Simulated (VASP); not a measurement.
# BN (P6_3/mmc) in VASP: a series of runs

BN is run at these levels: LDA, r2SCAN; tasks: relaxation of the atoms.

All numbers are computed with VASP 6.6.1; they aren't measurements. Logs are shortened: lines on timing, memory, paths and dates and some standing lists are left out, and cuts for length are marked.

## 1. The cell of the first run

It takes space group P6_3/mmc (No. 194, hexagonal). The conventional cell has a = 2.498 Å, b = 2.498 Å, c = 6.636 Å, α = 90.00°, β = 90.00°, γ = 120.00°. B (site symmetry -6m2) has 3 N at 1.44 Å within 1.9 Å. N (site symmetry -6m2) has 3 B at 1.44 Å within 1.9 Å.

## 2. Relaxation of the atoms, LDA

Input file INCAR:

```
  ALGO = Normal
  EDIFF = 1E-6
  EDIFFG = -0.001
  ENCUT = 520
  GGA = CA
  IBRION = 2
  ISIF = 2
  ISMEAR = 0
  LASPH = True
  LCHARG = False
  LREAL = False
  LWAVE = False
  NELM = 100
  NSW = 80
  PREC = Accurate
  SIGMA = 0.01
```

Input file KPOINTS:

```
k-points
0
Gamma
  12 12 4
```

Input file POSCAR:

```
BN
1.0
    2.4982400000      0.0000000000      0.0000000000
   -1.2491200000      2.1635393048      0.0000000000
    0.0000000000      0.0000000000      6.6357000000
B N
2 2
Direct
    0.3333333333      0.6666666667      0.2500000000
    0.6666666667      0.3333333333      0.7500000000
    0.3333333333      0.6666666667      0.7500000000
    0.6666666667      0.3333333333      0.2500000000
```

Potentials or basis: VASP PAW LDA potentials, release 64 (B, N).

Started as:

```
$ cat potpaw_LDA.64/B/POTCAR potpaw_LDA.64/N/POTCAR > POTCAR
$ mpirun -np 1 vasp_std > vasp.out
```

OUTCAR:

```text
EDIFF = 1E-6
   EDIFFG = -0.001
   ENCUT = 520
   GGA = CA
   IBRION = 2
   ISIF = 2
   ISMEAR = 0
   LASPH = True
   LREAL = False
   NELM = 100
   NSW = 80
   PREC = Accurate

 ion  position               nearest neighbor table
   1  0.333  0.667  0.250-   4 1.44   4 1.44   4 1.44
   2  0.667  0.333  0.750-   3 1.44   3 1.44   3 1.44
   3  0.333  0.667  0.750-   2 1.44   2 1.44   2 1.44
   4  0.667  0.333  0.250-   1 1.44   1 1.44   1 1.44

  LATTYP: Found a hexagonal cell.
 ALAT       =     2.4982400000
 C/A-ratio  =     2.6561499296

  Lattice vectors:

 A1 = (   2.4982400000,   0.0000000000,   0.0000000000)
 A2 = (  -1.2491200000,   2.1635393048,   0.0000000000)
 A3 = (   0.0000000000,   0.0000000000,   6.6357000000)

Analysis of symmetry for initial positions (statically):
=====================================================================
 Subroutine PRICEL returns:
 Original cell was already a primitive cell.

 Routine SETGRP: Setting up the symmetry group for a
 hexagonal supercell.

 Subroutine GETGRP returns: Found 24 space group operations
 (whereof 12 operations were pure point group operations)
 out of a pool of 24 trial point group operations.

The static configuration has the point symmetry D_3d.
 The point group associated with its full space group is D_6h.

Analysis of symmetry for dynamics (positions and initial velocities):
=====================================================================
 Subroutine PRICEL returns:
 Original cell was already a primitive cell.

 Routine SETGRP: Setting up the symmetry group for a
 hexagonal supercell.

 Subroutine GETGRP returns: Found 24 space group operations
 (whereof 12 operations were pure point group operations)
 out of a pool of 24 trial point group operations.

The dynamic configuration has the point symmetry D_3d.
 The point group associated with its full space group is D_6h.

 Subroutine INISYM returns: Found 24 space group operations
 (whereof 12 operations are pure point group operations),
 and found     1 'primitive' translations

----------------------------------------------------------------------------------------

                                     Primitive cell

  volume of cell :      35.8662

  direct lattice vectors                    reciprocal lattice vectors
     2.498240000  0.000000000  0.000000000     0.400281798  0.231102804  0.000000000
    -1.249120000  2.163539305  0.000000000     0.000000000  0.462205608  0.000000000
     0.000000000  0.000000000  6.635700000     0.000000000  0.000000000  0.150700002

  length of vectors
     2.498240000  2.498240000  6.635700000     0.462205608  0.462205608  0.150700002

  position of ions in fractional coordinates (direct lattice)
     0.333333333  0.666666667  0.250000000
     0.666666667  0.333333333  0.750000000
     0.333333333  0.666666667  0.750000000
     0.666666667  0.333333333  0.250000000

  ion indices of the primitive-cell ions
   primitive index   ion index
                 1           1
                 2           2
                 3           3
                 4           4

----------------------------------------------------------------------------------------

 KPOINTS: k-points

Automatic generation of k-mesh.
 Grid dimensions read from file:
 generate k-points for:   12   12    4

 Generating k-lattice:

  Cartesian coordinates                     Fractional coordinates (reciprocal lattice)
     0.033356817  0.019258567  0.000000000     0.083333333 -0.000000000  0.000000000
     0.000000000  0.038517134  0.000000000     0.000000000  0.083333333  0.000000000
     0.000000000  0.000000000  0.037675000     0.000000000  0.000000000  0.250000000

  Length of vectors
     0.038517134  0.038517134  0.037675000

  Shift w.r.t. Gamma in fractional coordinates (k-lattice)
     0.000000000  0.000000000  0.000000000

 Subroutine IBZKPT returns following result:
 ===========================================

 Found     57 irreducible k-points:

 Following reciprocal coordinates:
            Coordinates               Weight
  0.000000  0.000000  0.000000      1.000000
  0.083333 -0.000000  0.000000      6.000000
  0.166667  0.000000  0.000000      6.000000
  0.250000  0.000000  0.000000      6.000000
  0.333333  0.000000  0.000000      6.000000
  0.416667  0.000000  0.000000      6.000000
[... 16 lines left out ...]
  0.250000  0.000000  0.250000     12.000000
  0.333333  0.000000  0.250000     12.000000
 [... further k-points ...]
   k-points           NKPTS =     57   k-points in BZ     NKDIM =     57   number of bands    NBANDS=     12
   number of dos      NEDOS =    301   number of ions     NIONS =      4
   total plane-waves  NPLWV =  20000
   dimension x,y,z NGX =    20 NGY =   20 NGZ =   50
   dimension x,y,z NGXF=    40 NGYF=   40 NGZF=  100
   ions per type =               2   2
   NGX,Y,Z   is equivalent  to a cutoff of  13.31, 13.31, 12.53 a.u.
   NGXF,Y,Z  is equivalent  to a cutoff of  26.62, 26.62, 25.05 a.u.
 SYSTEM =  unknown system
   PREC   = accura    normal or accurate (medium, high low for compatibility)
   ISTART =      0    job   : 0-new  1-cont  2-samecut
   ICHARG =      2    charge: 1-file 2-atom 10-const
   ISPIN  =      1    spin polarized calculation?
   LNONCOLLINEAR =      F non collinear calculations
   LSORBIT =      F    spin-orbit coupling
   LASPH  =      T    aspherical Exc in radial PAW
   ENCUT  =  520.0 eV  38.22 Ry    6.18 a.u.   4.65  4.65 12.34*2*pi/ulx,y,z
   NELM   =    100;   NELMIN=  2; NELMDL= -5     # of ELM steps
   EDIFF  = 0.1E-05   stopping-criterion for ELM
   LREAL  =      F    real-space projection
   EDIFFG = -.1E-02   stopping-criterion for IOM
   NSW    =     80    number of steps for IOM
   IBRION =      2    ionic relax: 0-MD 1-quasi-New 2-CG
   NFREE  =      1    steps in history (QN), initial steepest desc. (CG)
   ISIF   =      2    stress and relaxation
   ISYM   =      2    0-nonsym 1-usesym 2-fastsym
   POTIM  = 0.5000    time-step for ionic-motion
   TEBEG  =    0.0;   TEEND  =   0.0 temperature during run
   PSTRESS=    0.0 pullay stress
   NELECT =      16.0000    total number of electrons
   NUPDOWN=      -1.0000    fix difference up-down
   EMIN   =  10.00;   EMAX   =-10.00  energy-range for DOS
   EFERMI =   0.00;   METHOD = LEGACY
   ISMEAR =     0;   SIGMA  =   0.01  broadening in eV -4-tet -1-fermi 0-gaus
   EFERMI_NEDOS =   21; number of points for ismear=-14 and -15
   IALGO  =     38    algorithm
   IMIX   =      4    mixing-type and parameters
     AMIX     =   0.40;   BMIX     =  1.00
     AMIX_MAG =   1.60;   BMIX_MAG =  1.00
  volume/ion in A,a.u.               =       8.97        60.51
  Fermi-wavevector in a.u.,A,eV,Ry     =   1.250891  2.363842 21.289433  1.564729
  Thomas-Fermi vector in A             =   2.384864
   LORBIT       =      0    0 simple, 1 ext, 2 COOP (PROOUT), +10 PAW based schemes
   GGA     = CA    functional components
   LHFCALC =     F    Hartree Fock is set to
   AEXX    =    0.0000 exact exchange contribution
   IVDW    =     0    specifies the selected vdW correction
   LEPSILON=     F    determine dielectric tensor
   LRPA    =     F    only Hartree local field effects (RPA)
 conjugate gradient relaxation of ions
 non-spin polarized calculation
 Gauss-broadening in eV      SIGMA  =   0.01
  energy-cutoff  :      520.00
  volume of cell :       35.87
 maximum number of plane-waves:       985
 NGX is ok and might be reduce to    20
   NGX =  9   NGY =  9   NGZ = 25

 number of electron      16.0000003 magnetization

 Free energy of the ion-electron system (eV)
  ---------------------------------------------------
  ext. energy  EPLUGINS =         0.00000000
  ---------------------------------------------------
  free energy    TOTEN  =       -38.57713635 eV

  energy without entropy =      -38.57713635  energy(sigma->0) =      -38.57713635

 E-fermi :   2.2796     XC(G=0): -10.5396

 val. band max:        2.1816044240   @ k =   0.3333   0.3333   0.5000
 cond. band min:       6.2669294857   @ k =   0.5000   0.0000   0.0000
 fundamental gap:      4.0853250617
 Fermi energy:         2.2796410748

 k-point     1 :       0.0000    0.0000    0.0000
  band No.  band energies     occupation
      1     -15.4490      2.00000
      2     -15.1328      2.00000
      3      -4.1865      2.00000
      4      -1.9673      2.00000
      5       0.8478      2.00000
      6       0.8478      2.00000
      7       0.8854      2.00000
      8       0.8854      2.00000
      9       7.1211      0.00000
     10      12.2443      0.00000
     11      13.6691      0.00000
     12      13.6718      0.00000

 k-point     2 :       0.0833   -0.0000    0.0000
  band No.  band energies     occupation
      1     -15.3121      2.00000
      2     -15.0009      2.00000
      3      -3.9975      2.00000
      4      -1.7980      2.00000
      5       0.2986      2.00000
      6       0.3317      2.00000
      7       0.5842      2.00000
      8       0.6261      2.00000
      9       7.3646      0.00000
     10      12.1672      0.00000
     11      13.5264      0.00000
     12      13.7191      0.00000

 k-point     3 :       0.1667    0.0000    0.0000
  band No.  band energies     occupation
      1     -14.9086      2.00000
      2     -14.6125      2.00000
      3      -3.4370      2.00000
      4      -1.3001      2.00000
      5      -1.1016      2.00000
      6      -1.0610      2.00000
      7      -0.0558      2.00000
      8      -0.0055      2.00000
      9       8.0112      0.00000
     10      11.8128      0.00000
     11      13.1567      0.00000
     12      13.2435      0.00000
[... 286 lines left out ...]
 k-point    23 :       0.2500    0.0000    0.2500
  band No.  band energies     occupation
      1     -14.2262      2.00000
      2     -14.0359      2.00000
      3      -2.9010      2.00000
      4      -2.8446      2.00000
      5      -2.2582      2.00000
      6      -0.8595      2.00000
      7      -0.7868      2.00000
      8      -0.7461      2.00000
      9       9.3996      0.00000
     10      10.7123      0.00000
     11      11.6549      0.00000
     12      12.7642      0.00000

 k-point    24 :       0.3333    0.0000    0.2500
  band No.  band energies     occupation
      1     -13.4101      2.00000
      2     -13.2499      2.00000
      3      -4.6743      2.00000
      4      -4.6137      2.00000
      5      -1.4198      2.00000
      6      -1.3755      2.00000
      7      -1.1015      2.00000
      8       0.1681      2.00000
      9       8.8890      0.00000
     10       9.4912      0.00000
     11      10.9760      0.00000
     12      12.4404      0.00000

 [... further k-points ...]

------------------------ aborting loop because EDIFF is reached ----------------------------------------

  FORCE on cell =-STRESS in cart. coord.  units (eV):
  Direction    XX          YY          ZZ          XY          YZ          ZX
  --------------------------------------------------------------------------------------
  -------------------------------------------------------------------------------------
  Total       -0.7577144     -0.7577144     -0.1589773     -0.0000000      0.0000000      0.0000000
  in kB      -33.8477974    -33.8477974     -7.1016602     -0.0000000      0.0000000      0.0000000
  external PRESSURE =     -24.9324183 kB  Pullay stress =       0.0000000 kB

 VOLUME and BASIS-vectors are now :
 -----------------------------------------------------------------------------
  energy-cutoff  :      520.00
  volume of cell :       35.87
      direct lattice vectors                 reciprocal lattice vectors
     2.498240000  0.000000000  0.000000000     0.400281798  0.231102804  0.000000000
    -1.249120000  2.163539305  0.000000000     0.000000000  0.462205608  0.000000000
     0.000000000  0.000000000  6.635700000     0.000000000  0.000000000  0.150700002

 POSITION                                       TOTAL-FORCE (eV/Angst)
 -----------------------------------------------------------------------------------
     -0.00000      1.44236      1.65892        -0.000000      0.000000      0.000000
      1.24912      0.72118      4.97677         0.000000     -0.000000      0.000000
     -0.00000      1.44236      4.97677        -0.000000      0.000000      0.000000
      1.24912      0.72118      1.65892         0.000000     -0.000000      0.000000
 -----------------------------------------------------------------------------------
    total drift:                                0.000000     -0.000000      0.000000

  FREE ENERGIE OF THE ION-ELECTRON SYSTEM (eV)
  ---------------------------------------------------
  free  energy   TOTEN  =       -38.5771363539 eV

  energy  without entropy=      -38.5771363539  energy(sigma->0) =      -38.57713635

 reached required accuracy - stopping structural energy minimisation
```

Run time: 31 s. Hardware: 1 thread of Intel Xeon Platinum 8259CL at 2.50GHz (Skylake/Cascade Lake), shared host; peak memory 0.14 GiB.

Results:

```yaml
Free_energy: -38.5771 eV
Pressure_after_relaxing: -2.5 GPa
Band_gap_on_the_k_mesh: 4.09 eV (least direct gap 4.51 eV)
```

Stress tensor (GPa, compression positive):
```
-3.38  0.00  0.00
 0.00 -3.38  0.00
 0.00  0.00 -0.71
```

Final structure:
```
B N
1.0
     2.49824    0.00000    0.00000
    -1.24912    2.16354    0.00000
     0.00000    0.00000    6.63570
B N
2 2
Direct
  0.33333 0.66667 0.25000
  0.66667 0.33333 0.75000
  0.33333 0.66667 0.75000
  0.66667 0.33333 0.25000
```

Levels at points of the mesh, in eV from the valence-band top:
```tsv
k point	band 6	band 7	band 8	band 9	band 10	band 11
(0.00, 0.00, 0.00)	-1.33	-1.30	-1.30	4.94	10.06	11.49
(0.50, 0.00, 0.00)	-4.10	-1.49	-0.44	4.09	5.54	9.53
(0.00, 0.00, 0.50)	-1.31	-1.31	-1.31	7.37	7.37	11.55
(0.50, 0.00, 0.50)	-4.14	-0.94	-0.94	4.57	4.57	9.97
```

A k mesh can miss the band edges. LDA gaps usually lie below the measured ones, often by a third to a half.

## 3. Relaxation of the atoms, r2SCAN

POSCAR is that of step 2.

Input file INCAR.step1:

```
SYSTEM = BN
  PREC = Accurate
  ENCUT = 520
  ISMEAR = 0
  SIGMA = 0.01
  LREAL = .FALSE.
  LASPH = .TRUE.
  NELM = 80
  GGA = PE
  ALGO = Normal
  EDIFF = 1E-4
  LWAVE = .TRUE.
  LCHARG = .FALSE.
```

Input file INCAR.step2:

```
SYSTEM = BN
  PREC = Accurate
  ENCUT = 520
  EDIFF = 1E-6
  ISMEAR = 0
  SIGMA = 0.01
  LREAL = .FALSE.
  LASPH = .TRUE.
  NELM = 80
  ALGO = Normal
  ISIF = 2
  LWAVE = .FALSE.
  LCHARG = .FALSE.
  METAGGA = R2SCAN
  LMIXTAU = .TRUE.
  IBRION = 2
  NSW = 80
  EDIFFG = -0.001
  ISTART = 1
```

Input file KPOINTS:

```
regular mesh
0
G
  12 12 4
  0 0 0
```

Potentials or basis: VASP PAW PBE potentials, release 64 (B, N).

Started as:

```
$ cat potpaw_PBE.64/B/POTCAR potpaw_PBE.64/N/POTCAR > POTCAR
$ cp INCAR.step1 INCAR
$ mpirun -np 1 vasp_std > vasp.out
$ cp INCAR.step2 INCAR
$ mpirun -np 1 vasp_std > vasp.out
```

Wall time 2.1 min (1 thread of Intel Xeon Platinum 8259CL at 2.50GHz (Skylake/Cascade Lake), shared host); peak memory 0.16 GiB.

It converged, with:

```
Free energy             : -38.5916 eV
Pressure after relaxing : 1.5 GPa
Band gap on the k mesh  : 4.89 eV (least direct gap 5.32 eV)
```

Stress tensor (GPa, compression positive):
```
1.94 0.00 0.00
0.00 1.94 0.00
0.00 0.00 0.68
```

Final structure:
```
B N
1.0
     2.49824    0.00000    0.00000
    -1.24912    2.16354    0.00000
     0.00000    0.00000    6.63570
B N
2 2
Direct
  0.33333 0.66667 0.25000
  0.66667 0.33333 0.75000
  0.33333 0.66667 0.75000
  0.66667 0.33333 0.25000
```

Levels at points of the mesh, in eV from the valence-band top:
```csv
k point,band 5,band 6,band 7,band 8,band 9,band 10,band 11,band 12
"(0.00, 0.00, 0.00)",-1.34,-1.34,-1.31,-1.31,5.64,11.12,12.36,12.36
"(0.50, 0.00, 0.00)",-4.30,-4.23,-1.45,-0.44,4.89,6.35,10.28,10.74
"(0.00, 0.00, 0.50)",-1.32,-1.32,-1.32,-1.32,8.15,8.15,12.42,12.42
"(0.50, 0.00, 0.50)",-4.26,-4.26,-0.92,-0.92,5.36,5.36,10.71,10.71
```

Caveat: the PAW data sets were made with another functional, which shifts forces and pressure a little.
